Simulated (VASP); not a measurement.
Write the native input for VASP 6.6.1 that does the following.

| Property | Result |
| --- | --- |
| Task | single point |
| Functional | PBE |
| Potentials or basis | VASP PAW PBE potentials, release 64 (In_d, As) |
| Cutoff | 520 eV |
| k mesh | 14 × 14 × 14 |
| Occupations | gaussian, width 0.15 eV |
| Spin | no spin polarisation |
| Dipole correction | no |
| Further INCAR settings | ALGO = Normal; EDIFF = 1e-06; NBANDS = 16 |

The structure of InAs lies in POSCAR:

```
InAs
1.0
    0.0000000000      3.0240000000      3.1449600000
    3.0240000000      0.0000000000      3.1449600000
    3.0240000000      3.0240000000      0.0000000000
In As
1 1
Direct
    0.0000000000      0.0000000000      0.0000000000
    0.7500000000      0.7500000000      0.7500000000
```

This cell differs from its parent crystal: strain +0.000 along x and y, +0.040 along z.

These files were run (other wordings do the same):

INCAR

```
SYSTEM = InAs
PREC = Accurate
ENCUT = 520
EDIFF = 1E-6
ISMEAR = 0
SIGMA = 0.15
LREAL = .False.
LASPH = .True.
NELM = 80
ALGO = Normal
ISIF = 2
LWAVE = .False.
LCHARG = .True.
GGA = PE
LELF = .True.
LVHAR = .True.
NBANDS = 16
```

KPOINTS

```
Automatic mesh
0
Gamma
  14 14 14
  0 0 0
```

Potentials or basis: VASP PAW PBE potentials, release 64 (In_d, As).

The run is started by

```sh
$ cat potpaw_PBE.64/In_d/POTCAR potpaw_PBE.64/As/POTCAR > POTCAR
$ mpirun -np 1 vasp_std > vasp.out
```

Results of the run:

```yaml
Pressure: 1.5 GPa
Band_gap_on_the_k_mesh: zero (filled and empty bands touch)
```

Caveat: the cell differs from its parent crystal (strain +0.000 along x and y, +0.040 along z); semilocal functionals underestimate gaps, so a narrow gap can read as zero; spin-orbit coupling is left out, which moves the levels of the heavy elements.

It took 52 s on 1 thread of Intel(R) Xeon(R) 6975P-C (Granite Rapids), on a shared host, peak memory 0.36 GiB.
